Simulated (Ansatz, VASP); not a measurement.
# AlNi in VASP and in Ansatz

The input INCAR:

```
SYSTEM = AlNi
  ALGO = Normal
  EDIFF = 1E-7
  EDIFFG = -0.002
  ENCUT = 600
  GGA = PE
  GGA_COMPAT = .FALSE.
  IBRION = 2
  ISIF = 3
  ISMEAR = 0
  LASPH = .TRUE.
  LCHARG = .FALSE.
  LREAL = .FALSE.
  LWAVE = .FALSE.
  NELM = 120
  NELMIN = 4
  NSW = 100
  PREC = Accurate
  SIGMA = 0.1
```

File KPOINTS:

```
k-points
0
G
  14 14 14
  0 0 0
```

Contents of POSCAR:

```
AlNi
1.0
    2.8600000000      0.0000000000      0.0000000000
    0.0000000000      2.8600000000      0.0000000000
    0.0000000000      0.0000000000      2.8600000000
Ni Al
1 1
Direct
    0.0000000000      0.0000000000      0.0000000000
    0.5000000000      0.5000000000      0.5000000000
```

Input for Ansatz:

```yaml
crystal:
  lattice:
    - [2.86, 0.0, 0.0]
    - [0.0, 2.86, 0.0]
    - [0.0, 0.0, 2.86]
  atoms:
    - { symbol: Ni, position: [0.0, 0.0, 0.0] }
    - { symbol: Al, position: [0.5, 0.5, 0.5] }
basis:
  ecutwfc: 420
kpoints:
  mp_grid: { grid: [14, 14, 14] }
hamiltonian:
  xc: pbe
  pseudopotentials: { kind: paw, azcp: { folder: soft_1 } }
scf:
  occupations: { method: gaussian, width: 0.1 }
output:
  forces: true
  stress: true
  eigenvalues: true
  write_density: true
  write_potential: true
  elf: true
  volumetric_format: npy
relax:
  adjacent_minimum: "off"
  f_tol: 0.002
  max_steps: 80
  cell: { stress_tol: 0.02 }
```

Alike in both runs: task relaxation of cell and atoms; functional PBE; k mesh 14 × 14 × 14; occupations gaussian, width 0.1 eV; no spin polarisation.

```csv
,VASP,Ansatz
version,VASP 6.6.1,Ansatz 0.2.0
potentials or method,"VASP PAW PBE potentials, release 64 (Ni, Al), cutoff 600 eV","scalar-relativistic, plane waves, PAW"
valence electrons in the cell,13,21
```

|  | VASP | Ansatz | Ansatz less VASP |
| --- | --- | --- | --- |
| gap on the k mesh at the Fermi level, each at its own relaxed structure (eV) | none | none | - |
| relaxed volume (Å³/atom) | 12.11 | 12.10 | -0.005 |
| relaxed cell length with the largest relative difference (Å) | 2.893 | 2.893 | -0.0004 |

A gap of «none» marks a metal or a gap that the smearing closes. VASP's potentials hold 13 valence electrons a cell and Ansatz's 21, so a difference there can come from the potentials and not from the codes.
